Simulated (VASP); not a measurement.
# Mg (P6_3/mmc) in VASP: a series of runs

The runs below take Mg through single point, with PBE.

Everything below comes from runs of VASP 6.6.1. Logs are shortened: lines on timing, memory, paths and dates and some standing lists are left out, and cuts for length are marked.

## 1. The cell of the first run

The structure is hexagonal, space group P6_3/mmc (No. 194). Conventional cell: a = 3.199 Å, b = 3.199 Å, c = 5.193 Å, α = 90.00°, β = 90.00°, γ = 120.00°. Within 4.2 Å of Mg (site symmetry -6m2) lie 12 Mg at 3.19 to 3.20 Å.

## 2. Single point, PBE (volume scaled by 0.99)

The input, INCAR:

```
SYSTEM = Mg
PREC = Accurate
ENCUT = 520
EDIFF = 1E-6
ISMEAR = -1
SIGMA = 0.08
LREAL = .FALSE.
LASPH = .TRUE.
NELM = 60
ALGO = Normal
ISIF = 2
LWAVE = .FALSE.
LCHARG = .FALSE.
GGA = PE
NBANDS = 9
```

The input, KPOINTS:

```
regular mesh
0
G
  12 12 7
  0 0 0
```

The input, POSCAR:

```
Mg
1.0
    3.1985381027      0.0000000000      0.0000000000
   -1.5992690513      2.7700152519      0.0000000000
    0.0000000000      0.0000000000      5.1929040170
Mg
2
Direct
    0.3333333333      0.6666666667      0.2500000000
    0.6666666667      0.3333333333      0.7500000000
```

Potentials or basis: VASP PAW PBE potentials, release 64 (Mg).

On the command line:

```
$ cat potpaw_PBE.64/Mg/POTCAR > POTCAR
$ mpirun -np 1 vasp_std > vasp.out
```

OUTCAR:

```text
SYSTEM = Mg
   PREC = Accurate
   ENCUT = 520
   EDIFF = 1E-6
   ISMEAR = -1
   LREAL = .FALSE.
   LASPH = .TRUE.
   NELM = 60
   ISIF = 2
   GGA = PE

 ion  position               nearest neighbor table
   1  0.333  0.667  0.250-   2 3.19   2 3.19   2 3.19   2 3.19   2 3.19   2 3.19
   2  0.667  0.333  0.750-   1 3.19   1 3.19   1 3.19   1 3.19   1 3.19   1 3.19

  LATTYP: Found a hexagonal cell.
 ALAT       =     3.1985381027
 C/A-ratio  =     1.6235242008

  Lattice vectors:

 A1 = (   3.1985381027,   0.0000000000,   0.0000000000)
 A2 = (  -1.5992690513,   2.7700152519,   0.0000000000)
 A3 = (   0.0000000000,   0.0000000000,   5.1929040170)

Analysis of symmetry for initial positions (statically):
=====================================================================
 Subroutine PRICEL returns:
 Original cell was already a primitive cell.

 Routine SETGRP: Setting up the symmetry group for a
 hexagonal supercell.

 Subroutine GETGRP returns: Found 24 space group operations
 (whereof 12 operations were pure point group operations)
 out of a pool of 24 trial point group operations.

The static configuration has the point symmetry D_3d.
 The point group associated with its full space group is D_6h.

Analysis of symmetry for dynamics (positions and initial velocities):
=====================================================================
 Subroutine PRICEL returns:
 Original cell was already a primitive cell.

 Routine SETGRP: Setting up the symmetry group for a
 hexagonal supercell.

 Subroutine GETGRP returns: Found 24 space group operations
 (whereof 12 operations were pure point group operations)
 out of a pool of 24 trial point group operations.

The dynamic configuration has the point symmetry D_3d.
 The point group associated with its full space group is D_6h.

 Subroutine INISYM returns: Found 24 space group operations
 (whereof 12 operations are pure point group operations),
 and found     1 'primitive' translations

----------------------------------------------------------------------------------------

                                     Primitive cell

  volume of cell :      46.0091

  direct lattice vectors                    reciprocal lattice vectors
     3.198538103  0.000000000  0.000000000     0.312642829  0.180504421  0.000000000
    -1.599269051  2.770015252  0.000000000     0.000000000  0.361008843  0.000000000
     0.000000000  0.000000000  5.192904017     0.000000000  0.000000000  0.192570476

  length of vectors
     3.198538103  3.198538103  5.192904017     0.361008843  0.361008843  0.192570476

  position of ions in fractional coordinates (direct lattice)
     0.333333333  0.666666667  0.250000000
     0.666666667  0.333333333  0.750000000

  ion indices of the primitive-cell ions
   primitive index   ion index
                 1           1
                 2           2

----------------------------------------------------------------------------------------

 KPOINTS: regular mesh

Automatic generation of k-mesh.
 Grid dimensions read from file:
 generate k-points for:   12   12    7

 Generating k-lattice:

  Cartesian coordinates                     Fractional coordinates (reciprocal lattice)
     0.026053569  0.015042035  0.000000000     0.083333333  0.000000000  0.000000000
     0.000000000  0.030084070  0.000000000     0.000000000  0.083333333  0.000000000
     0.000000000  0.000000000  0.027510068     0.000000000  0.000000000  0.142857143

  Length of vectors
     0.030084070  0.030084070  0.027510068

  Shift w.r.t. Gamma in fractional coordinates (k-lattice)
     0.000000000  0.000000000  0.000000000

 Subroutine IBZKPT returns following result:
 ===========================================

 Found     76 irreducible k-points:

 Following reciprocal coordinates:
            Coordinates               Weight
  0.000000  0.000000  0.000000      1.000000
  0.083333  0.000000  0.000000      6.000000
  0.166667 -0.000000  0.000000      6.000000
  0.250000  0.000000  0.000000      6.000000
  0.333333 -0.000000  0.000000      6.000000
  0.416667  0.000000  0.000000      6.000000
[... 16 lines left out ...]
  0.250000  0.000000  0.142857     12.000000
  0.333333 -0.000000  0.142857     12.000000
 [... further k-points ...]
   k-points           NKPTS =     76   k-points in BZ     NKDIM =     76   number of bands    NBANDS=      9
   number of dos      NEDOS =    301   number of ions     NIONS =      2
   total plane-waves  NPLWV =  23040
   dimension x,y,z NGX =    24 NGY =   24 NGZ =   40
   dimension x,y,z NGXF=    48 NGYF=   48 NGZF=   80
   ions per type =               2
   NGX,Y,Z   is equivalent  to a cutoff of  12.47, 12.47, 12.81 a.u.
   NGXF,Y,Z  is equivalent  to a cutoff of  24.95, 24.95, 25.61 a.u.
 SYSTEM =  Mg
   PREC   = accura    normal or accurate (medium, high low for compatibility)
   ISTART =      0    job   : 0-new  1-cont  2-samecut
   ICHARG =      2    charge: 1-file 2-atom 10-const
   ISPIN  =      1    spin polarized calculation?
   LNONCOLLINEAR =      F non collinear calculations
   LSORBIT =      F    spin-orbit coupling
   LASPH  =      T    aspherical Exc in radial PAW
   ENCUT  =  520.0 eV  38.22 Ry    6.18 a.u.   5.95  5.95  9.66*2*pi/ulx,y,z
   NELM   =     60;   NELMIN=  2; NELMDL= -5     # of ELM steps
   EDIFF  = 0.1E-05   stopping-criterion for ELM
   LREAL  =      F    real-space projection
   EDIFFG = 0.1E-04   stopping-criterion for IOM
   NSW    =      0    number of steps for IOM
   IBRION =     -1    ionic relax: 0-MD 1-quasi-New 2-CG
   NFREE  =      0    steps in history (QN), initial steepest desc. (CG)
   ISIF   =      2    stress and relaxation
   ISYM   =      2    0-nonsym 1-usesym 2-fastsym
   POTIM  = 0.5000    time-step for ionic-motion
   TEBEG  =    0.0;   TEEND  =   0.0 temperature during run
   PSTRESS=    0.0 pullay stress
   NELECT =       4.0000    total number of electrons
   NUPDOWN=      -1.0000    fix difference up-down
   EMIN   =  10.00;   EMAX   =-10.00  energy-range for DOS
   EFERMI =   0.00;   METHOD = LEGACY
   ISMEAR =    -1;   SIGMA  =   0.08  broadening in eV -4-tet -1-fermi 0-gaus
   EFERMI_NEDOS =   21; number of points for ismear=-14 and -15
   IALGO  =     38    algorithm
   IMIX   =      4    mixing-type and parameters
     AMIX     =   0.40;   BMIX     =  1.00
     AMIX_MAG =   1.60;   BMIX_MAG =  1.00
  volume/ion in A,a.u.               =      23.00       155.24
  Fermi-wavevector in a.u.,A,eV,Ry     =   0.725237  1.370500  7.156246  0.525969
  Thomas-Fermi vector in A             =   1.815909
   LORBIT       =      0    0 simple, 1 ext, 2 COOP (PROOUT), +10 PAW based schemes
   GGA     = PE    functional components
   LHFCALC =     F    Hartree Fock is set to
   AEXX    =    0.0000 exact exchange contribution
   IVDW    =     0    specifies the selected vdW correction
   LEPSILON=     F    determine dielectric tensor
   LRPA    =     F    only Hartree local field effects (RPA)
 non-spin polarized calculation
  energy-cutoff  :      520.00
  volume of cell :       46.01
 maximum number of plane-waves:      1260
 NGX is ok and might be reduce to    24
   NGX = 11   NGY = 11   NGZ = 19

 number of electron       4.0000000 magnetization

 Free energy of the ion-electron system (eV)
  ---------------------------------------------------
  ext. energy  EPLUGINS =         0.00000000
  ---------------------------------------------------
  free energy    TOTEN  =        -3.02152589 eV

  energy without entropy =       -3.00364298  energy(sigma->0) =       -3.01258443

 E-fermi :   2.5817     XC(G=0):  -8.4847

 val. band max:        2.5669658627   @ k =   0.2500   0.0833   0.0000
 cond. band min:       2.7041970761   @ k =   0.4167   0.0833   0.2857
 fundamental gap:      0.1372312134
 Fermi energy:         2.5816763188

 k-point     1 :       0.0000    0.0000    0.0000
  band No.  band energies     occupation
      1      -4.3000      2.00000
      2       0.9426      2.00000
      3       1.3809      2.00000
      4      13.5496      0.00000
      5      13.5496      0.00000
      6      13.6593      0.00000
      7      13.6593      0.00000
      8      14.4414      0.00000
      9      16.0273      0.00000

 k-point     2 :       0.0833    0.0000    0.0000
  band No.  band energies     occupation
      1      -4.1635      2.00000
      2       1.0673      2.00000
      3       1.5136      2.00000
      4      11.2749      0.00000
      5      12.3469      0.00000
      6      13.1543      0.00000
      7      15.0475      0.00000
      8      15.3124      0.00000
      9      15.9522      0.00000

 k-point     3 :       0.1667   -0.0000    0.0000
  band No.  band energies     occupation
      1      -3.7552      2.00000
      2       1.4419      2.00000
      3       1.9068      1.99957
      4       8.7535      0.00000
      5      11.3164      0.00000
      6      11.9375      0.00000
      7      13.4758      0.00000
      8      14.3706      0.00000
      9      15.8947      0.00000

 k-point     4 :       0.2500    0.0000    0.0000
  band No.  band energies     occupation
      1      -3.0784      2.00000
      2       2.0667      1.99680
      3       2.5369      1.27303
      4       6.4222      0.00000
      5      10.5158      0.00000
      6      10.6296      0.00000
      7      11.1247      0.00000
      8      12.7952      0.00000
      9      15.0064      0.00000

 k-point     5 :       0.3333   -0.0000    0.0000
  band No.  band energies     occupation
      1      -2.1391      2.00000
      2       2.9423      0.02181
      3       3.2032      0.00085
      4       4.5127      0.00000
      5       8.9940      0.00000
      6       9.1578      0.00000
      7       9.9453      0.00000
      8      11.6765      0.00000
      9      14.3598      0.00000

 k-point     6 :       0.4167    0.0000    0.0000
  band No.  band energies     occupation
      1      -0.9455      2.00000
      2       2.1176      1.99397
      3       4.0672      0.00000
      4       4.8059      0.00000
      5       7.1105      0.00000
      6       7.6031      0.00000
      7       9.6036      0.00000
      8      11.0714      0.00000
      9      13.9685      0.00000
[... 169 lines left out ...]
 k-point    21 :       0.0833    0.0000    0.1429
  band No.  band energies     occupation
      1      -4.0495      2.00000
      2      -0.1455      2.00000
      3       2.9237      0.02744
      4      11.3541      0.00000
      5      12.4403      0.00000
      6      13.0496      0.00000
      7      13.8118      0.00000
      8      15.0099      0.00000
      9      15.3162      0.00000

 k-point    22 :       0.1667   -0.0000    0.1429
  band No.  band energies     occupation
      1      -3.6416      2.00000
      2       0.2443      2.00000
      3       3.2982      0.00026
      4       8.8523      0.00000
      5      11.4117      0.00000
      6      11.7646      0.00000
      7      12.7800      0.00000
      8      14.3892      0.00000
      9      14.7451      0.00000

 k-point    23 :       0.2500    0.0000    0.1429
  band No.  band energies     occupation
      1      -2.9657      2.00000
      2       0.8885      2.00000
      3       3.8928      0.00000
      4       6.5395      0.00000
      5       9.8573      0.00000
      6      10.6115      0.00000
      7      11.4665      0.00000
      8      13.3801      0.00000
      9      13.9743      0.00000

 k-point    24 :       0.3333   -0.0000    0.1429
  band No.  band energies     occupation
      1      -2.0274      2.00000
      2       1.7687      1.99992
      3       4.0638      0.00000
      4       5.1157      0.00000
      5       7.8701      0.00000
      6      10.0408      0.00000
      7      10.2183      0.00000
      8      11.9971      0.00000
      9      13.3946      0.00000

 [... further k-points ...]
[... 5 lines left out ...]
  --------------------------------------------------------------------------------------
  -------------------------------------------------------------------------------------
  Total        0.0117755      0.0117755     -0.2159896      0.0000000      0.0000000      0.0000000
  in kB        0.4100598      0.4100598     -7.5214140      0.0000000      0.0000000      0.0000000
  external PRESSURE =      -2.2337648 kB  Pullay stress =       0.0000000 kB

 VOLUME and BASIS-vectors are now :
 -----------------------------------------------------------------------------
  energy-cutoff  :      520.00
  volume of cell :       46.01
      direct lattice vectors                 reciprocal lattice vectors
     3.198538103  0.000000000  0.000000000     0.312642829  0.180504421  0.000000000
    -1.599269051  2.770015252  0.000000000     0.000000000  0.361008843  0.000000000
     0.000000000  0.000000000  5.192904017     0.000000000  0.000000000  0.192570476

 POSITION                                       TOTAL-FORCE (eV/Angst)
 -----------------------------------------------------------------------------------
     -0.00000      1.84668      1.29823        -0.000000      0.000000      0.000000
      1.59927      0.92334      3.89468         0.000000      0.000000      0.000000
 -----------------------------------------------------------------------------------
    total drift:                                0.000000     -0.000000      0.000000

  FREE ENERGIE OF THE ION-ELECTRON SYSTEM (eV)
  ---------------------------------------------------
  free  energy   TOTEN  =        -3.0215258856 eV

  energy  without entropy=       -3.0036429754  energy(sigma->0) =       -3.01258443
```

Run time: 11 s. Hardware: 1 thread of Intel Xeon Platinum 8488C (Sapphire Rapids), shared host; peak memory 0.17 GiB.

What came out:

* Free energy: -3.0215 eV
* Pressure: -0.2 GPa
* Band gap on the k mesh: zero (band 2 reaches 3.62 eV, above the bottom of band 3 at 1.38 eV)

Levels at points of the mesh, in eV from the Fermi level:
```csv
k point,band 1,band 2,band 3,band 4,band 5,band 6
"(0.00, 0.00, 0.00)",-6.88,-1.64,-1.20,10.97,10.97,11.08
"(0.50, 0.00, 0.00)",-2.10,-2.09,2.70,3.06,3.32,3.73
```

## 3. Single point, PBE (volume scaled by 1.01)

The input, INCAR:

```
SYSTEM = Mg
PREC = Accurate
ENCUT = 520
EDIFF = 1E-6
ISMEAR = -1
SIGMA = 0.08
LREAL = .False.
LASPH = .True.
NELM = 100
ALGO = Normal
ISIF = 2
LWAVE = .False.
LCHARG = .True.
GGA = PE
LELF = .True.
LVHAR = .True.
NBANDS = 9
```

The input, KPOINTS:

```
regular mesh
0
Gamma
  12 12 7
  0 0 0
```

The input, POSCAR:

```
Mg
1.0
    3.2199336425      0.0000000000      0.0000000000
   -1.6099668212      2.7885443329      0.0000000000
    0.0000000000      0.0000000000      5.2276401936
Mg
2
Direct
    0.3333333333      0.6666666667      0.2500000000
    0.6666666667      0.3333333333      0.7500000000
```

Potentials or basis: VASP PAW PBE potentials, release 64 (Mg).

On the command line:

```
$ cat potpaw_PBE.64/Mg/POTCAR > POTCAR
$ mpirun -np 1 vasp_std > vasp.out
```

Wall time 11 s (1 thread of Intel Xeon Platinum 8488C (Sapphire Rapids), shared host); peak memory 0.17 GiB.

It converged, with:

```
Free energy            : -3.0182 eV
Pressure               : -0.9 GPa
Band gap on the k mesh : zero (band 2 reaches 3.51 eV, above the bottom of band 3 at 1.28 eV)
```

Stress tensor (GPa, compression positive):
```
-0.65  0.00  0.00
 0.00 -0.65  0.00
 0.00  0.00 -1.42
```

Levels at points of the mesh, in eV from the Fermi level:
| k point | band 1 | band 2 | band 3 | band 4 | band 5 |
| --- | --- | --- | --- | --- | --- |
| (0.00, 0.00, 0.00) | -6.80 | -1.61 | -1.20 | 10.85 | 10.85 |
| (0.50, 0.00, 0.00) | -2.07 | -2.06 | 2.67 | 3.05 | 3.26 |

[end of part 1 of 2]
